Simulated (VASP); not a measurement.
Input of a VASP 6.6.1 run:

Contents of INCAR:

```
SYSTEM = LiSc2
  PREC = Accurate
  ENCUT = 600
  EDIFF = 1E-6
  ISMEAR = 0
  SIGMA = 0.1
  LREAL = .False.
  LASPH = .True.
  NELM = 60
  ALGO = Normal
  ISIF = 3
  LWAVE = .False.
  LCHARG = .False.
  GGA = PE
  IBRION = 2
  NSW = 90
  EDIFFG = -0.04
```

The input KPOINTS:

```
Automatic mesh
0
Gamma
  6 6 6
  0 0 0
```

File POSCAR:

```
LiSc2
1.0
    1.7118382727      0.9883302875      5.1701894938
   -1.7118382727      0.9883302875      5.1701894938
    0.0000000000     -1.9766605751      5.1701894938
Li Sc
1 2
Direct
    0.0000000000      0.0000000000      0.0000000000
    0.7500000000      0.7500000000      0.7500000000
    0.2500000000      0.2500000000      0.2500000000
```

Potentials or basis: VASP PAW PBE potentials, release 64 (Li_sv, Sc_sv).

Command:

```bash
$ cat potpaw_PBE.64/Li_sv/POTCAR potpaw_PBE.64/Sc_sv/POTCAR > POTCAR
$ mpirun -np 1 vasp_std > vasp.out
```

Problem. What does it give for the band gap on the k mesh?

Solution. Zero (an odd number of electrons rules out a gap without spin polarisation).

Problem. What does it give for the relaxed volume?

Solution. 22.82 Å³/atom.

Forces in eV/Å, atoms in the order of the input:
```
Li   0.000  0.000  0.000
Sc   0.000  0.000 -0.020
Sc   0.000  0.000  0.020
```

Caveat: the cutoff is under 1.25 times the usual one of these potentials, so pressure, stress and relaxed cells hold a basis-set (Pulay) error; the volume moved by over 15 % at a fixed basis, so the end points are rough.
